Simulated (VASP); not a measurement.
# SnW (Pm-3m) in VASP: notebook

Runs on SnW. Level: PBE. Tasks: single point, relaxation of cell and atoms.

Everything below comes from runs of VASP 6.6.1. Logs are shortened: lines on timing, memory, paths and dates and some standing lists are left out, and cuts for length are marked.

### 1 The cell of the first run

The structure is cubic, space group Pm-3m (No. 221). The conventional cell has a = 3.339 Å, b = 3.339 Å, c = 3.339 Å, α = 90.00°, β = 90.00°, γ = 90.00°. Within 3.8 Å of Sn (site symmetry m-3m) lie 8 W at 2.89 Å and 6 Sn at 3.34 Å. Within 3.8 Å of W (site symmetry m-3m) lie 8 Sn at 2.89 Å and 6 W at 3.34 Å.

The cell was built from a structure type or drawn by symmetry, and may not be a known phase.

### 2 Single point, PBE

The input, INCAR:

```
PREC = Accurate
ENCUT = 520
EDIFF = 1E-7
ISMEAR = 0
SIGMA = 0.1
LREAL = False
LASPH = True
NELM = 60
ALGO = Fast
ISIF = 2
LWAVE = False
LCHARG = True
GGA = PE
LELF = True
LVHAR = True
NBANDS = 21
```

The input, KPOINTS:

```
Automatic mesh
0
Gamma
  6 6 6
```

The input, POSCAR:

```
SnW
1.0
    3.3393755597      0.0000000000      0.0000000000
    0.0000000000      3.3393755597      0.0000000000
    0.0000000000      0.0000000000      3.3393755597
Sn W
1 1
Direct
    0.5000000000      0.5000000000      0.5000000000
    0.0000000000      0.0000000000      0.0000000000
```

Potentials or basis: VASP PAW PBE potentials, release 64 (Sn_d, W_sv).

Command:

```console
cat potpaw_PBE.64/Sn_d/POTCAR potpaw_PBE.64/W_sv/POTCAR > POTCAR
mpirun -np 1 vasp_std > vasp.out
```

OUTCAR:

```text
PREC = Accurate
   ENCUT = 520
   EDIFF = 1E-7
   ISMEAR = 0
   LREAL = False
   LASPH = True
   NELM = 60
   ISIF = 2
   GGA = PE

 ion  position               nearest neighbor table
   1  0.500  0.500  0.500-   2 2.89   2 2.89   2 2.89   2 2.89   2 2.89   2 2.89   2 2.89   2 2.89

   2  0.000  0.000  0.000-   1 2.89   1 2.89   1 2.89   1 2.89   1 2.89   1 2.89   1 2.89   1 2.89

  LATTYP: Found a simple cubic cell.
 ALAT       =     3.3393755597

  Lattice vectors:

 A1 = (   3.3393755597,   0.0000000000,   0.0000000000)
 A2 = (   0.0000000000,   3.3393755597,   0.0000000000)
 A3 = (   0.0000000000,   0.0000000000,   3.3393755597)

Analysis of symmetry for initial positions (statically):
=====================================================================
 Subroutine PRICEL returns:
 Original cell was already a primitive cell.

 Routine SETGRP: Setting up the symmetry group for a
 simple cubic supercell.

 Subroutine GETGRP returns: Found 48 space group operations
 (whereof 48 operations were pure point group operations)
 out of a pool of 48 trial point group operations.

The static configuration has the point symmetry O_h .

Analysis of symmetry for dynamics (positions and initial velocities):
=====================================================================
 Subroutine PRICEL returns:
 Original cell was already a primitive cell.

 Routine SETGRP: Setting up the symmetry group for a
 simple cubic supercell.

 Subroutine GETGRP returns: Found 48 space group operations
 (whereof 48 operations were pure point group operations)
 out of a pool of 48 trial point group operations.

The dynamic configuration has the point symmetry O_h .

 Subroutine INISYM returns: Found 48 space group operations
 (whereof 48 operations are pure point group operations),
 and found     1 'primitive' translations

----------------------------------------------------------------------------------------

                                     Primitive cell

  volume of cell :      37.2388

  direct lattice vectors                    reciprocal lattice vectors
     3.339375560  0.000000000  0.000000000     0.299457184  0.000000000  0.000000000
     0.000000000  3.339375560  0.000000000     0.000000000  0.299457184  0.000000000
     0.000000000  0.000000000  3.339375560     0.000000000  0.000000000  0.299457184

  length of vectors
     3.339375560  3.339375560  3.339375560     0.299457184  0.299457184  0.299457184

  position of ions in fractional coordinates (direct lattice)
     0.500000000  0.500000000  0.500000000
     0.000000000  0.000000000  0.000000000

  ion indices of the primitive-cell ions
   primitive index   ion index
                 1           1
                 2           2

----------------------------------------------------------------------------------------

 KPOINTS: Automatic mesh

Automatic generation of k-mesh.
 Grid dimensions read from file:
 generate k-points for:    6    6    6

 Generating k-lattice:

  Cartesian coordinates                     Fractional coordinates (reciprocal lattice)
     0.049909531  0.000000000  0.000000000     0.166666667  0.000000000  0.000000000
     0.000000000  0.049909531  0.000000000     0.000000000  0.166666667  0.000000000
     0.000000000  0.000000000  0.049909531     0.000000000  0.000000000  0.166666667

  Length of vectors
     0.049909531  0.049909531  0.049909531

  Shift w.r.t. Gamma in fractional coordinates (k-lattice)
     0.000000000  0.000000000  0.000000000

 Subroutine IBZKPT returns following result:
 ===========================================

 Found     20 irreducible k-points:

 Following reciprocal coordinates:
            Coordinates               Weight
  0.000000  0.000000  0.000000      1.000000
  0.166667  0.000000  0.000000      6.000000
  0.333333  0.000000  0.000000      6.000000
  0.500000  0.000000  0.000000      3.000000
  0.166667  0.166667  0.000000     12.000000
  0.333333  0.166667  0.000000     24.000000
[... 12 lines left out ...]
  0.500000  0.500000  0.333333      6.000000
  0.500000  0.500000  0.500000      1.000000
   k-points           NKPTS =     20   k-points in BZ     NKDIM =     20   number of bands    NBANDS=     21
   number of dos      NEDOS =    301   number of ions     NIONS =      2
   total plane-waves  NPLWV =  21952
   dimension x,y,z NGX =    28 NGY =   28 NGZ =   28
   dimension x,y,z NGXF=    56 NGYF=   56 NGZF=   56
   ions per type =               1   1
   NGX,Y,Z   is equivalent  to a cutoff of  13.94, 13.94, 13.94 a.u.
   NGXF,Y,Z  is equivalent  to a cutoff of  27.88, 27.88, 27.88 a.u.
 SYSTEM =  unknown system
   PREC   = accura    normal or accurate (medium, high low for compatibility)
   ISTART =      0    job   : 0-new  1-cont  2-samecut
   ICHARG =      2    charge: 1-file 2-atom 10-const
   ISPIN  =      1    spin polarized calculation?
   LNONCOLLINEAR =      F non collinear calculations
   LSORBIT =      F    spin-orbit coupling
   LASPH  =      T    aspherical Exc in radial PAW
   ENCUT  =  520.0 eV  38.22 Ry    6.18 a.u.   6.21  6.21  6.21*2*pi/ulx,y,z
   NELM   =     60;   NELMIN=  2; NELMDL= -5     # of ELM steps
   EDIFF  = 0.1E-06   stopping-criterion for ELM
   LREAL  =      F    real-space projection
   EDIFFG = 0.1E-05   stopping-criterion for IOM
   NSW    =      0    number of steps for IOM
   IBRION =     -1    ionic relax: 0-MD 1-quasi-New 2-CG
   NFREE  =      0    steps in history (QN), initial steepest desc. (CG)
   ISIF   =      2    stress and relaxation
   ISYM   =      2    0-nonsym 1-usesym 2-fastsym
   POTIM  = 0.5000    time-step for ionic-motion
   TEBEG  =    0.0;   TEEND  =   0.0 temperature during run
   PSTRESS=    0.0 pullay stress
   NELECT =      28.0000    total number of electrons
   NUPDOWN=      -1.0000    fix difference up-down
   EMIN   =  10.00;   EMAX   =-10.00  energy-range for DOS
   EFERMI =   0.00;   METHOD = LEGACY
   ISMEAR =     0;   SIGMA  =   0.10  broadening in eV -4-tet -1-fermi 0-gaus
   EFERMI_NEDOS =   21; number of points for ismear=-14 and -15
   IALGO  =     68    algorithm
   IMIX   =      4    mixing-type and parameters
     AMIX     =   0.40;   BMIX     =  1.00
     AMIX_MAG =   1.60;   BMIX_MAG =  1.00
  volume/ion in A,a.u.               =      18.62       125.65
  Fermi-wavevector in a.u.,A,eV,Ry     =   1.488660  2.813160 30.151996  2.216109
  Thomas-Fermi vector in A             =   2.601667
   LORBIT       =      0    0 simple, 1 ext, 2 COOP (PROOUT), +10 PAW based schemes
   GGA     = PE    functional components
   LHFCALC =     F    Hartree Fock is set to
   AEXX    =    0.0000 exact exchange contribution
   IVDW    =     0    specifies the selected vdW correction
   LEPSILON=     F    determine dielectric tensor
   LRPA    =     F    only Hartree local field effects (RPA)
 non-spin polarized calculation
 RMM-DIIS sequential band-by-band and
 Gauss-broadening in eV      SIGMA  =   0.10
  energy-cutoff  :      520.00
  volume of cell :       37.24
 maximum number of plane-waves:      1024
 NGX is ok and might be reduce to    28
   NGX = 13   NGY = 13   NGZ = 13

 number of electron      28.0000002 magnetization

 Free energy of the ion-electron system (eV)
  ---------------------------------------------------
  ext. energy  EPLUGINS =         0.00000000
  ---------------------------------------------------
  free energy    TOTEN  =       -15.14369279 eV

  energy without entropy =      -15.12052381  energy(sigma->0) =      -15.13210830

 E-fermi :  11.0576     XC(G=0): -12.4985

 val. band max:       11.0187665640   @ k =   0.5000   0.3333   0.1667
 cond. band min:      11.0803225286   @ k =   0.3333   0.3333   0.1667
 fundamental gap:      0.0615559646
 Fermi energy:        11.0576138515

 k-point     1 :       0.0000    0.0000    0.0000
  band No.  band energies     occupation
      1     -62.9680      2.00000
      2     -27.1205      2.00000
      3     -27.1205      2.00000
      4     -27.1205      2.00000
      5     -10.1771      2.00000
      6     -10.1771      2.00000
[... 13 lines left out ...]
     20      22.1964      0.00000
     21      22.1964      0.00000

 k-point     2 :       0.1667    0.0000    0.0000
  band No.  band energies     occupation
      1     -62.9670      2.00000
      2     -27.1540      2.00000
      3     -27.1181      2.00000
      4     -27.1181      2.00000
      5     -10.1727      2.00000
      6     -10.1333      2.00000
[... 13 lines left out ...]
     20      20.6165      0.00000
     21      23.5031      0.00000

 k-point     3 :       0.3333    0.0000    0.0000
  band No.  band energies     occupation
      1     -62.9650      2.00000
      2     -27.2203      2.00000
      3     -27.1134      2.00000
      4     -27.1134      2.00000
      5     -10.1639      2.00000
      6     -10.0506      2.00000
[... 13 lines left out ...]
     20      19.8109      0.00000
     21      23.1759      0.00000

 k-point     4 :       0.5000    0.0000    0.0000
  band No.  band energies     occupation
      1     -62.9640      2.00000
      2     -27.2532      2.00000
      3     -27.1110      2.00000
      4     -27.1110      2.00000
      5     -10.1595      2.00000
      6     -10.0598      2.00000
[... 13 lines left out ...]
     20      20.5466      0.00000
     21      20.5659      0.00000

 k-point     5 :       0.1667    0.1667    0.0000
  band No.  band energies     occupation
      1     -62.9660      2.00000
      2     -27.1527      2.00000
      3     -27.1495      2.00000
      4     -27.1155      2.00000
      5     -10.1499      2.00000
      6     -10.1090      2.00000
[... 13 lines left out ...]
     20      22.1191      0.00000
     21      22.6911      0.00000
[... 286 lines left out ...]
     20      19.7711      0.00000
     21      19.7711      0.00000

 k-point    18 :       0.5000    0.3333    0.3333
  band No.  band energies     occupation
      1     -62.9581      2.00000
      2     -27.2303      2.00000
      3     -27.1961      2.00000
      4     -27.1957      2.00000
      5     -10.1239      2.00000
      6     -10.1002      2.00000
[... 13 lines left out ...]
     20      18.0986      0.00000
     21      20.0306      0.00000

 k-point    19 :       0.5000    0.5000    0.3333
  band No.  band energies     occupation
      1     -62.9571      2.00000
      2     -27.2271      2.00000
      3     -27.2271      2.00000
      4     -27.1931      2.00000
      5     -10.1239      2.00000
      6     -10.1043      2.00000
[... 13 lines left out ...]
     20      18.9407      0.00000
     21      19.1966      0.00000

 k-point    20 :       0.5000    0.5000    0.5000
  band No.  band energies     occupation
      1     -62.9561      2.00000
      2     -27.2244      2.00000
      3     -27.2244      2.00000
      4     -27.2244      2.00000
      5     -10.1119      2.00000
      6     -10.1119      2.00000
[... 13 lines left out ...]
     20      18.2542      0.00000
     21      18.2542      0.00000

------------------------ aborting loop because EDIFF is reached ----------------------------------------

  FORCE on cell =-STRESS in cart. coord.  units (eV):
  Direction    XX          YY          ZZ          XY          YZ          ZX
  --------------------------------------------------------------------------------------
  -------------------------------------------------------------------------------------
  Total        0.0118570      0.0118570      0.0118570      0.0000000      0.0000000      0.0000000
  in kB        0.5101418      0.5101418      0.5101418      0.0000000      0.0000000      0.0000000
  external PRESSURE =       0.5101418 kB  Pullay stress =       0.0000000 kB

 VOLUME and BASIS-vectors are now :
 -----------------------------------------------------------------------------
  energy-cutoff  :      520.00
  volume of cell :       37.24
      direct lattice vectors                 reciprocal lattice vectors
     3.339375560  0.000000000  0.000000000     0.299457184  0.000000000  0.000000000
     0.000000000  3.339375560  0.000000000     0.000000000  0.299457184  0.000000000
     0.000000000  0.000000000  3.339375560     0.000000000  0.000000000  0.299457184

 POSITION                                       TOTAL-FORCE (eV/Angst)
 -----------------------------------------------------------------------------------
      1.66969      1.66969      1.66969         0.000000      0.000000      0.000000
      0.00000      0.00000      0.00000         0.000000      0.000000      0.000000
 -----------------------------------------------------------------------------------
    total drift:                                0.000000      0.000000      0.000000

  FREE ENERGIE OF THE ION-ELECTRON SYSTEM (eV)
  ---------------------------------------------------
  free  energy   TOTEN  =       -15.1436927889 eV

  energy  without entropy=      -15.1205238124  energy(sigma->0) =      -15.13210830
```

Wall time 40 s (1 thread of AMD EPYC 7R13, shared host); peak memory 0.13 GiB.

What came out:

| Property | Result |
| --- | --- |
| Free energy | -15.1437 eV |
| Pressure | 0.1 GPa |
| Band gap on the k mesh | zero (bands 14 and 15 overlap by 2.99 eV) |

Levels at points of the mesh, in eV from the Fermi level:
| k point | band 10 | band 11 | band 12 | band 13 | band 14 | band 15 | band 16 | band 17 | band 18 | band 19 |
| --- | --- | --- | --- | --- | --- | --- | --- | --- | --- | --- |
| (0.00, 0.00, 0.00) | -11.72 | -2.61 | -2.61 | 1.15 | 1.15 | 1.15 | 2.42 | 2.42 | 2.42 | 6.71 |
| (0.50, 0.00, 0.00) | -8.40 | -7.17 | -2.21 | -1.56 | -1.56 | 1.15 | 2.48 | 7.18 | 8.67 | 9.27 |
| (0.50, 0.50, 0.00) | -7.75 | -3.41 | -3.41 | -2.88 | -0.13 | -0.13 | 2.55 | 3.66 | 3.81 | 6.00 |
| (0.50, 0.50, 0.50) | -4.94 | -4.94 | -4.94 | -3.65 | 2.67 | 2.67 | 2.99 | 2.99 | 2.99 | 5.00 |

Caveat: spin-orbit coupling is left out, which moves the levels of the heavy elements.

### 3 Single point, PBE

This run uses another cell than the first one, of 22.93 Å³/atom.

The input, INCAR:

```
SYSTEM = SnW
ALGO = Normal ; EDIFF = 1E-7
ENCUT = 520 ; GGA = PE
ISIF = 2 ; ISMEAR = 0
LASPH = .True. ; LCHARG = .False.
LREAL = .False. ; LWAVE = .False.
NBANDS = 21 ; NELM = 80
PREC = Accurate ; SIGMA = 0.1
```

The input, KPOINTS:

```
k-points
0
Gamma
  6 6 6
  0 0 0
```

The input, POSCAR:

```
SnW
1.0
    3.5791750600      0.0000000000      0.0000000000
    0.0000000000      3.5791750600      0.0000000000
    0.0000000000      0.0000000000      3.5791750600
Sn W
1 1
Direct
    0.5000000000      0.5000000000      0.5000000000
    0.0000000000      0.0000000000      0.0000000000
```

Potentials or basis: VASP PAW PBE potentials, release 64 (Sn_d, W_sv).

Command:

```console
cat potpaw_PBE.64/Sn_d/POTCAR potpaw_PBE.64/W_sv/POTCAR > POTCAR
mpirun -np 1 vasp_std > vasp.out
```

It took 28 s on 1 thread of AMD EPYC 7R13, shared host; peak memory 0.14 GiB.

It converged, with:

```
Free energy            : -14.4478 eV
Pressure               : -21.3 GPa
Band gap on the k mesh : zero (bands 14 and 15 overlap by 2.13 eV)
```

Levels at points of the mesh, in eV from the Fermi level:
```tsv
k point	band 11	band 12	band 13	band 14	band 15	band 16	band 17	band 18
(0.00, 0.00, 0.00)	-1.91	-1.91	0.82	0.82	0.82	2.02	2.02	2.02
(0.50, 0.00, 0.00)	-5.99	-1.55	-1.17	-1.17	0.86	1.78	6.89	6.98
(0.50, 0.50, 0.00)	-2.81	-2.81	-2.41	-0.11	-0.11	1.85	2.32	2.49
(0.50, 0.50, 0.50)	-3.84	-3.84	-3.84	1.93	1.93	2.54	2.54	2.54
```

Caveat: the cell stands under tension; spin-orbit coupling is left out, which moves the levels of the heavy elements.

### 4 Relaxation of cell and atoms, PBE

This run uses another cell than the first one, of 22.93 Å³/atom.

The input, INCAR:

```
PREC = Accurate ; ENCUT = 600
EDIFF = 1E-7 ; ISMEAR = 0
SIGMA = 0.1 ; LREAL = F
LASPH = T ; NELM = 80
ALGO = Fast ; ISIF = 3
LWAVE = F ; LCHARG = F
GGA = PE ; IBRION = 2
NSW = 90 ; EDIFFG = -0.04
```

The input, KPOINTS:

```
Automatic mesh
0
Gamma
  6 6 6
```

POSCAR is that of step 3.

Command:

```console
cat potpaw_PBE.64/Sn_d/POTCAR potpaw_PBE.64/W_sv/POTCAR > POTCAR
mpirun -np 1 vasp_std > vasp.out
```

Run time: 3.3 min. Hardware: 1 thread of AMD EPYC 7R13, shared host; peak memory 0.16 GiB.

Results (log left out):

- Free energy: -15.1444 eV
- Relaxed volume: 18.63 Å³/atom
- Relaxed cell: a = 3.340 Å, b = 3.340 Å, c = 3.340 Å, α = 90.00°, β = 90.00°, γ = 90.00°
- Space group after relaxing (to 0.1 Å): Pm-3m (No. 221)
- Pressure after relaxing: 0.0 GPa
- Band gap on the k mesh: zero (bands 14 and 15 overlap by 2.99 eV)

Final structure:
```cif
data_structure
_symmetry_space_group_name_H-M 'P 1'
_symmetry_Int_Tables_number 1
_cell_length_a 3.3402
_cell_length_b 3.3402
_cell_length_c 3.3402
_cell_angle_alpha 90.000
_cell_angle_beta 90.000
_cell_angle_gamma 90.000
_cell_volume 37.27
loop_
_atom_site_label
_atom_site_type_symbol
_atom_site_fract_x
_atom_site_fract_y
_atom_site_fract_z
_atom_site_occupancy
Sn1 Sn 0.50000 0.50000 0.50000 1
W1 W 0.00000 0.00000 0.00000 1
```

Levels at points of the mesh, in eV from the Fermi level:
```
           k point  band 12  band 13  band 14  band 15  band 16  band 17
(0.00, 0.00, 0.00)    -2.60     1.15     1.15     1.15     2.41     2.41
(0.50, 0.00, 0.00)    -2.21    -1.56    -1.56     1.15     2.48     7.18
(0.50, 0.50, 0.00)    -3.41    -2.88    -0.13    -0.13     2.54     3.65
(0.50, 0.50, 0.50)    -4.93    -3.65     2.67     2.67     2.98     2.98
```

Caveat: the volume moved by over 15 % at a fixed basis, so the end points are rough; spin-orbit coupling is left out, which moves the levels of the heavy elements.

### 5 Summary

| task | cell | cutoff (eV) | gap on the mesh (eV) | pressure (GPa) |
| --- | --- | --- | --- | --- |
| single point | a = 3.339 Å, 2 atoms | 520 | none | 0.1 |
| single point | a = 3.579 Å, 2 atoms | 520 | none | -21.3 |
| relaxation of cell and atoms | relaxed from a = 3.579 Å, 2 atoms | 600 | none | 0.0 |

Alike in all rows: level PBE; potentials or basis VASP PAW PBE potentials, release 64 (Sn_d, W_sv); no spin polarisation; k mesh 6 × 6 × 6; smearing gaussian 0.1 eV.

Caveats: spin-orbit coupling is left out, which moves the levels of the heavy elements; the cell stands under tension (at least some runs); the volume moved by over 15 % at a fixed basis, so the end points are rough (at least some runs).

Absolute energies hang on the potentials; compare differences alone.
